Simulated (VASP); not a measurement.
The system is Ge.

```
Ge
1.0
    -2.64472    2.64472    1.44401
     2.64472   -2.64472    1.44401
     2.64472    2.64472   -1.44401
Ge
2
Cartesian
  0.0000 0.0000 0.0000
  0.0000 2.6447 0.7220
```

- Program: VASP 6.6.1
- Task: relaxation of cell and atoms
- Functional: RPBE
- Potentials or basis: VASP PAW PBE potentials, release 64 (Ge_d)
- Cutoff: 600 eV
- k mesh: 12 × 12 × 9
- Occupations: fermi-dirac, width 0.1 eV
- Spin: no spin polarisation

At the start: pressure -1.4 GPa; volume 20.20 Å³/atom.

Question: How do energy, volume and symmetry change on relaxing?

Answer: Over 10 steps the energy falls by 2.0 meV/atom and the volume is 19.82 Å³/atom (-1.9 %); space group I4_1/amd (No. 141, to 0.1 Å) before and after.

Step by step:
```csv
step,energy change (eV),largest force (eV/Å),pressure (GPa),volume (Å³)
1,0.0000,0.0089,-1.36,40.40
2,-0.0036,0.0041,0.10,39.41
3,-0.0037,0.0051,0.27,39.45
4,-0.0038,0.0057,-0.01,39.55
5,-0.0038,0.0047,0.14,39.52
6,-0.0038,0.0054,0.15,39.53
7,-0.0040,0.0018,0.28,39.57
8,-0.0040,0.0009,0.20,39.59
9,-0.0039,0.0014,-0.20,39.77
10,-0.0040,0.0004,0.02,39.64
```

Final structure:
```
Ge
1.0
    -2.60947    2.61249    1.44531
     2.61249   -2.60947    1.44531
     2.62472    2.62472   -1.43978
Ge
2
Direct
  0.99988 0.00012 0.00000
  0.75012 0.24988 0.50000
```

Caveat: the PAW data sets were made with another functional, which shifts forces and pressure a little.
